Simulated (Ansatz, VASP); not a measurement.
## One calculation of KMgF3, two programs

```xyz
5
Lattice="3.9859 0.0000 0.0000 0.0000 3.9859 0.0000 0.0000 0.0000 3.9859" Properties=species:S:1:pos:R:3 pbc="T T T"
K     1.9929    1.9929    1.9929
Mg    0.0000    0.0000    0.0000
F     1.9929    0.0000    0.0000
F     0.0000    1.9929    0.0000
F     0.0000    0.0000    1.9929
```

Alike in both runs: task relaxation of cell and atoms; functional PBE; dispersion D3(BJ); k mesh 6 × 6 × 6; no spin polarisation.

|  | VASP | Ansatz |
| --- | --- | --- |
| version | VASP 6.6.1 | Ansatz 0.2.0 |
| potentials or method | VASP PAW PBE potentials, release 64 (K_sv, Mg, F) | plane waves, PAW |
| plane-wave cutoff (eV) | 600 | 420 |
| occupations | gaussian, width 0.01 eV | fixed |
| valence electrons in the cell | 32 | 40 |

VASP gave:

```
relaxed volume (Å³/atom)                                     : 12.84
relaxed cell length with the largest relative difference (Å) : 4.004
```

Question: Estimate Ansatz's values.

Answer: Relaxed volume (Å³/atom): 12.96; relaxed cell length with the largest relative difference (Å): 4.016.

VASP's potentials hold 32 valence electrons a cell and Ansatz's 40, so a difference there can come from the potentials and not from the codes.
